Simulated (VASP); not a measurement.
Input of a VASP 6.6.1 run:

Contents of INCAR:

```
PREC     = Accurate       # precision mode
ENCUT    = 600            # plane-wave cutoff, eV
EDIFF    = 1E-6           # SCF threshold, eV
ISMEAR   = 0              # smearing method
SIGMA    = 0.02           # smearing width, eV
LREAL    = False          # projectors in reciprocal space
LASPH    = True           # aspherical terms in the spheres
NELM     = 120            # most SCF steps
ALGO     = Normal         # electronic algorithm
ISIF     = 2              # what is computed and relaxed
LWAVE    = False          # write WAVECAR
LCHARG   = False          # write CHGCAR
GGA      = PE             # functional
IVDW     = 12             # dispersion correction
NBANDS   = 16             # bands
GGA_COMPAT= False
```

KPOINTS

```
Automatic mesh
0
Gamma
  24 24 12
```

POSCAR

```
BN
1.0
    2.5416571705      0.0000000000      0.0000000000
   -1.2708285852      2.2011396773      0.0000000000
    0.0000000000      0.0000000000      4.2035130762
B N
2 2
Direct
    0.6666666667      0.3333333333      0.0002420947
    0.3333333333      0.6666666667      0.5002420947
    0.6666666667      0.3333333333      0.3747579053
    0.3333333333      0.6666666667      0.8747579053
```

Potentials or basis: VASP PAW PBE potentials, release 64 (B, N).

Run with:

```bash
$ cat potpaw_PBE.64/B/POTCAR potpaw_PBE.64/N/POTCAR > POTCAR
$ mpirun -np 1 vasp_std > vasp.out
```

Question: What does it give for the band gap on the k mesh?

Answer: 5.18 eV (least direct gap 8.30 eV).

Question: Predict the pressure.

Answer: 0.0 GPa.

A k mesh can miss the band edges.
